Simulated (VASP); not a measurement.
# ZrSi2: single point with PBE

The system is ZrSi2.

```
CELL_PARAMETERS angstrom
0.00000 4.03174 0.00000
4.03174 0.00000 0.00000
2.01587 2.01587 -6.30023
ATOMIC_POSITIONS crystal
Zr 0.87500 0.12500 0.75000
Zr 0.12500 0.87500 0.25000
Si 0.54103 0.29103 0.41794
Si 0.29103 0.54103 0.91794
Si 0.45897 0.70897 0.58206
Si 0.70897 0.45897 0.08206
```

```
Program             : VASP 6.6.1
Task                : single point
Functional          : PBE
Potentials or basis : VASP PAW PBE potentials, release 64 (Zr_sv, Si)
Cutoff              : 520 eV
k mesh              : 9 × 9 × 9
Occupations         : gaussian, width 0.1184 eV
Spin                : no spin polarisation
```

```yaml
Pressure: 3.8 GPa
Largest_force: 1.718 eV/Å
Band_gap_on_the_k_mesh: zero (band 20 reaches 11.33 eV, above the bottom of band 21 at 9.44 eV)
```

Forces in eV/Å, atoms in the order of the input:
```
Zr   0.000  0.000  0.000
Zr   0.000  0.000  0.000
Si   0.000  0.000 -1.718
Si   0.000  0.000 -1.718
Si   0.000  0.000  1.718
Si   0.000  0.000  1.718
```

Stress tensor (GPa, compression positive):
```
-3.20  0.00  0.00
 0.00 -3.20  0.00
 0.00  0.00 17.68
```

Levels at points of the mesh, in eV from the Fermi level:
| k point | band 18 | band 19 | band 20 | band 21 | band 22 | band 23 |
| --- | --- | --- | --- | --- | --- | --- |
| (0.00, 0.00, 0.00) | -2.21 | -1.33 | -0.39 | 0.14 | 0.78 | 0.80 |

It took 3.5 min on 1 thread of Intel(R) Xeon(R) Platinum 8375C CPU @ 2.90GHz (Ice Lake), on a shared host, peak memory 0.32 GiB.

Caveat: forces of over 1 eV/Å act on the atoms, so gaps and moduli don't describe the material at rest.
